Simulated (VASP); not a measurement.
Set up this calculation in VASP 6.6.1, as the native input.

| Property | Result |
| --- | --- |
| Task | relaxation of the atoms |
| Functional | PBE |
| Potentials or basis | VASP PAW PBE potentials, release 64 (Al, O) |
| Cutoff | 520 eV |
| k mesh | 9 × 3 × 1 |
| Occupations | gaussian, width 0.1 eV |
| Spin | no spin polarisation |
| Dipole correction | yes |
| Atoms held fixed (from 0) | [0, 1, 2, 3, 4, 5, 6, 7, 8] |
| Further INCAR settings | ALGO = Normal; EDIFF = 1e-07; NELMDL = -8; IBRION = 2; EDIFFG = -0.025; NSW = 36 |
| Atoms held along some axes (from 0) | atom 9 along a and b |

The structure of Al9O lies in POSCAR:

```
Al9O
1.0
    2.8535431553      0.0000000000      0.0000000000
   -1.4267715776      9.7014842380      0.0000000000
    0.0000000000      0.0000000000     20.2903703519
Al O
9 1
Selective dynamics
Direct
    0.5324432082      0.0648864163      0.1971378506  F F F
    0.6709612116      0.3419224231      0.2462112388  F F F
    0.2986648122      0.5973296244      0.2560259164  F F F
    0.9263684129      0.8527368258      0.2658405940  F F F
    0.0639544186      0.1277109169      0.3154271774  F F F
    0.1995835202      0.4042231294      0.3707799915  F F F
    0.8288001075      0.6596656514      0.3785021758  F F F
    0.4526153831      0.9110819252      0.3874246337  F F F
    0.5924854486      0.1814072004      0.4332286794  F F F
    1.3424854486      0.1814072004      0.5083072591  F F T
```

The input as run:

INCAR

```
SYSTEM = Al9O
ALGO = Normal
DIPOL = 0.5 0.5 0.336
EDIFF = 1E-7
EDIFFG = -0.025
ENCUT = 520
GGA = PE
GGA_COMPAT = .FALSE.
IBRION = 2
IDIPOL = 3
ISIF = 2
ISMEAR = 0
LASPH = .TRUE.
LCHARG = .FALSE.
LDIPOL = .TRUE.
LREAL = .FALSE.
LWAVE = .FALSE.
NELM = 120
NELMDL = -8
NELMIN = 4
NSW = 36
PREC = Accurate
SIGMA = 0.1
```

KPOINTS

```
k-points
0
G
  9 3 1
  0 0 0
```

Potentials or basis: VASP PAW PBE potentials, release 64 (Al, O).

The run is started by

```bash
$ cat potpaw_PBE.64/Al/POTCAR potpaw_PBE.64/O/POTCAR > POTCAR
$ mpirun -np 1 vasp_std > vasp.out
```

It gave:

```
Energy gained by relaxing : 3.3 meV/atom
Ionic steps               : 3
Band gap on the k mesh    : zero (an odd number of electrons rules out a gap without spin polarisation)
```

Caveat: an odd number of electrons without spin polarisation forces a metal; a magnetic or distorted state may lie lower.

Run time: 8 min on 1 thread of Intel(R) Xeon(R) 6975P-C (Granite Rapids) (shared host), peak memory 0.77 GiB.
